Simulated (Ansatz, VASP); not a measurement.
# TiB2 in VASP and in Ansatz

```xyz
3
Lattice="3.0292 0.0000 0.0000 -1.5146 2.6234 0.0000 0.0000 0.0000 3.2284" Properties=species:S:1:pos:R:3 pbc="T T T"
Ti    0.0000    0.0000    0.0000
B     0.0000    1.8389    1.6142
B     1.5146    0.8745    1.6142
```

Change from the starting cell: one atom moved.

Alike in both runs: task single point; functional PBEsol; k mesh 15 × 15 × 12; occupations gaussian, width 0.1 eV; no spin polarisation.

|  | VASP | Ansatz |
| --- | --- | --- |
| version | VASP 6.6.1 | Ansatz 0.2.0 |
| potentials or method | VASP PAW PBE potentials, release 64 (Ti_sv, B), cutoff 520 eV | scalar-relativistic, plane waves, PAW |
| valence electrons in the cell | 18 | 18 |

Ansatz gave:

| Item | Value |
| --- | --- |
| gap on the k mesh at the Fermi level (eV) | none |
| pressure (GPa) | -4.0 |
| traceless stress, the component that is largest in VASP (GPa) | 4.37 |
| rms of the force components (eV/Å) | 0.789 |

**Question.** What did VASP give for the same quantities?

**Answer.** gap on the k mesh at the Fermi level (eV): none; pressure (GPa): -3.6; traceless stress, the component that is largest in VASP (GPa): 4.46; rms of the force components (eV/Å): 0.795.

VASP's potentials were made for PBE, not for PBEsol. Atom by atom the forces differ by 0.006 eV/Å (rms over components). A gap of «none» marks a metal or a gap that the smearing closes. The functional is the same, so the differences come from potentials, cutoffs and numerics.
